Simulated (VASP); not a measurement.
# Zn (Fd-3m) in VASP: single point with LDA

Aim: the single point of Zn with LDA.

Program: VASP 6.6.1. These are calculated values, not measurements. Logs are shortened: lines on timing, memory, paths and dates and some standing lists are left out, and cuts for length are marked.

## 1. The cell of the first run

It takes space group Fd-3m (No. 227, cubic). Conventional cell: a = 5.555 Å, b = 5.555 Å, c = 5.555 Å, α = 90.00°, β = 90.00°, γ = 90.00°. Zn (site symmetry -43m) has 4 Zn at 2.41 Å within 3.2 Å.

## 2. Single point, LDA

INCAR

```
ALGO     = Normal         # electronic algorithm
EDIFF    = 1E-7           # SCF threshold, eV
ENCUT    = 520            # plane-wave cutoff, eV
GGA      = CA             # functional
ISIF     = 2              # what is computed and relaxed
ISMEAR   = -1             # smearing method
LASPH    = True           # aspherical terms in the spheres
LCHARG   = False          # write CHGCAR
LREAL    = False          # projectors in reciprocal space
LWAVE    = False          # write WAVECAR
NBANDS   = 19             # bands
NELM     = 80             # most SCF steps
PREC     = Accurate       # precision mode
SIGMA    = 0.13605693000000002 # smearing width, eV
```

KPOINTS

```
k-points
0
Gamma
  8 8 8
```

POSCAR

```
Zn
1.0
    0.0000000000      2.7772821634      2.7772821634
    2.7772821634      0.0000000000      2.7772821634
    2.7772821634      2.7772821634      0.0000000000
Zn
2
Direct
    0.0000000000      0.0000000000      0.0000000000
    0.2500000000      0.2500000000      0.2500000000
```

Potentials or basis: VASP PAW LDA potentials, release 64 (Zn).

Command:

```sh
> cat potpaw_LDA.64/Zn/POTCAR > POTCAR
> mpirun -np 1 vasp_std > vasp.out
```

OUTCAR:

```text
EDIFF = 1E-7
   ENCUT = 520
   GGA = CA
   ISIF = 2
   ISMEAR = -1
   LASPH = True
   LREAL = False
   NELM = 80
   PREC = Accurate

 ion  position               nearest neighbor table
   1  0.000  0.000  0.000-   2 2.41   2 2.41   2 2.41   2 2.41
   2  0.250  0.250  0.250-   1 2.41   1 2.41   1 2.41   1 2.41

  LATTYP: Found a face centered cubic cell.
 ALAT       =     5.5545643268

  Lattice vectors:

 A1 = (   0.0000000000,   2.7772821634,   2.7772821634)
 A2 = (   2.7772821634,   0.0000000000,   2.7772821634)
 A3 = (   2.7772821634,   2.7772821634,   0.0000000000)

Analysis of symmetry for initial positions (statically):
=====================================================================
 Subroutine PRICEL returns:
 Original cell was already a primitive cell.

 Routine SETGRP: Setting up the symmetry group for a
 face centered cubic supercell.

 Subroutine GETGRP returns: Found 48 space group operations
 (whereof 24 operations were pure point group operations)
 out of a pool of 48 trial point group operations.

The static configuration has the point symmetry T_d .
 The point group associated with its full space group is O_h .

Analysis of symmetry for dynamics (positions and initial velocities):
=====================================================================
 Subroutine PRICEL returns:
 Original cell was already a primitive cell.

 Routine SETGRP: Setting up the symmetry group for a
 face centered cubic supercell.

 Subroutine GETGRP returns: Found 48 space group operations
 (whereof 24 operations were pure point group operations)
 out of a pool of 48 trial point group operations.

The dynamic configuration has the point symmetry T_d .
 The point group associated with its full space group is O_h .

 Subroutine INISYM returns: Found 48 space group operations
 (whereof 24 operations are pure point group operations),
 and found     1 'primitive' translations

----------------------------------------------------------------------------------------

                                     Primitive cell

  volume of cell :      42.8440

  direct lattice vectors                    reciprocal lattice vectors
     0.000000000  2.777282163  2.777282163    -0.180032122  0.180032122  0.180032122
     2.777282163  0.000000000  2.777282163     0.180032122 -0.180032122  0.180032122
     2.777282163  2.777282163  0.000000000     0.180032122  0.180032122 -0.180032122

[... 74 lines left out ...]
   PREC   = accura    normal or accurate (medium, high low for compatibility)
   ISTART =      0    job   : 0-new  1-cont  2-samecut
   ICHARG =      2    charge: 1-file 2-atom 10-const
   ISPIN  =      1    spin polarized calculation?
   LNONCOLLINEAR =      F non collinear calculations
   LSORBIT =      F    spin-orbit coupling
   LASPH  =      T    aspherical Exc in radial PAW
   ENCUT  =  520.0 eV  38.22 Ry    6.18 a.u.   7.30  7.30  7.30*2*pi/ulx,y,z
   NELM   =     80;   NELMIN=  2; NELMDL= -5     # of ELM steps
   EDIFF  = 0.1E-06   stopping-criterion for ELM
   LREAL  =      F    real-space projection
   EDIFFG = 0.1E-05   stopping-criterion for IOM
   NSW    =      0    number of steps for IOM
   IBRION =     -1    ionic relax: 0-MD 1-quasi-New 2-CG
   NFREE  =      0    steps in history (QN), initial steepest desc. (CG)
   ISIF   =      2    stress and relaxation
   ISYM   =      2    0-nonsym 1-usesym 2-fastsym
   POTIM  = 0.5000    time-step for ionic-motion
   TEBEG  =    0.0;   TEEND  =   0.0 temperature during run
   PSTRESS=    0.0 pullay stress
   NELECT =      24.0000    total number of electrons
   NUPDOWN=      -1.0000    fix difference up-down
   EMIN   =  10.00;   EMAX   =-10.00  energy-range for DOS
   EFERMI =   0.00;   METHOD = LEGACY
   ISMEAR =    -1;   SIGMA  =   0.14  broadening in eV -4-tet -1-fermi 0-gaus
   EFERMI_NEDOS =   21; number of points for ismear=-14 and -15
   IALGO  =     38    algorithm
   IMIX   =      4    mixing-type and parameters
     AMIX     =   0.40;   BMIX     =  1.00
     AMIX_MAG =   1.60;   BMIX_MAG =  1.00
  volume/ion in A,a.u.               =      21.42       144.56
  Fermi-wavevector in a.u.,A,eV,Ry     =   1.349528  2.550238 24.779283  1.821226
  Thomas-Fermi vector in A             =   2.477107
   LORBIT       =      0    0 simple, 1 ext, 2 COOP (PROOUT), +10 PAW based schemes
   GGA     = CA    functional components
   LHFCALC =     F    Hartree Fock is set to
   AEXX    =    0.0000 exact exchange contribution
   IVDW    =     0    specifies the selected vdW correction
   LEPSILON=     F    determine dielectric tensor
   LRPA    =     F    only Hartree local field effects (RPA)
 non-spin polarized calculation
  energy-cutoff  :      520.00
  volume of cell :       42.84
 maximum number of plane-waves:      1174
 NGX is ok and might be reduce to    30
   NGX = 15   NGY = 15   NGZ = 15

 number of electron      23.9999974 magnetization

 Free energy of the ion-electron system (eV)
  ---------------------------------------------------
  ext. energy  EPLUGINS =         0.00000000
  ---------------------------------------------------
  free energy    TOTEN  =        -2.54122353 eV

  energy without entropy =       -2.49246161  energy(sigma->0) =       -2.51684257

 E-fermi :   0.5728     XC(G=0):  -9.9251

 val. band max:        0.5682477665   @ k =  -0.3750   0.2500   0.0000
 cond. band min:       0.7098630179   @ k =  -0.2500   0.2500   0.0000
 fundamental gap:      0.1416152515
 Fermi energy:         0.5727672533

 k-point     1 :       0.0000    0.0000    0.0000
  band No.  band energies     occupation
      1      -7.6452      2.00000
      2      -7.2765      2.00000
      3      -7.2765      2.00000
      4      -7.2765      2.00000
      5      -7.2255      2.00000
      6      -7.2255      2.00000
[... 505 lines left out ...]
      6      -6.9472      2.00000
[... 11 lines left out ...]
     18      12.6337      0.00000
     19      12.7244      0.00000

 [... further k-points ...]
[... 5 lines left out ...]
  --------------------------------------------------------------------------------------
  -------------------------------------------------------------------------------------
  Total        0.0865659      0.0865659      0.0865659     -0.0000000     -0.0000000     -0.0000000
  in kB        3.2371832      3.2371832      3.2371832     -0.0000000     -0.0000000     -0.0000000
  external PRESSURE =       3.2371832 kB  Pullay stress =       0.0000000 kB

 VOLUME and BASIS-vectors are now :
 -----------------------------------------------------------------------------
  energy-cutoff  :      520.00
  volume of cell :       42.84
      direct lattice vectors                 reciprocal lattice vectors
     0.000000000  2.777282163  2.777282163    -0.180032122  0.180032122  0.180032122
     2.777282163  0.000000000  2.777282163     0.180032122 -0.180032122  0.180032122
     2.777282163  2.777282163  0.000000000     0.180032122  0.180032122 -0.180032122

 POSITION                                       TOTAL-FORCE (eV/Angst)
 -----------------------------------------------------------------------------------
      0.00000      0.00000      0.00000        -0.000000     -0.000000      0.000000
      1.38864      1.38864      1.38864         0.000000      0.000000     -0.000000
 -----------------------------------------------------------------------------------
    total drift:                                0.000000      0.000000      0.000000

  FREE ENERGIE OF THE ION-ELECTRON SYSTEM (eV)
  ---------------------------------------------------
  free  energy   TOTEN  =        -2.5412235294 eV

  energy  without entropy=       -2.4924616052  energy(sigma->0) =       -2.51684257
```

Run time: 9.3 s. Hardware: 1 thread of Intel Xeon 6975P-C (Granite Rapids), shared host; peak memory 0.15 GiB.

What came out:

- Free energy: -2.5412 eV
- Pressure: 0.3 GPa
- Band gap on the k mesh: zero (band 12 reaches 6.42 eV, above the bottom of band 13 at -0.21 eV)

Levels at points of the mesh, in eV from the Fermi level:
| k point | band 9 | band 10 | band 11 | band 12 | band 13 | band 14 | band 15 | band 16 |
| --- | --- | --- | --- | --- | --- | --- | --- | --- |
| (0.00, 0.00, 0.00) | -7.10 | -6.83 | -6.83 | 5.84 | 5.84 | 5.84 | 7.30 | 7.30 |
| (0.50, 0.00, 0.00) | -6.84 | -6.84 | -4.77 | -3.38 | 3.76 | 3.76 | 6.69 | 8.06 |
| (0.50, 0.50, 0.00) | -6.79 | -6.79 | -3.25 | -3.25 | 1.22 | 1.22 | 4.78 | 4.78 |
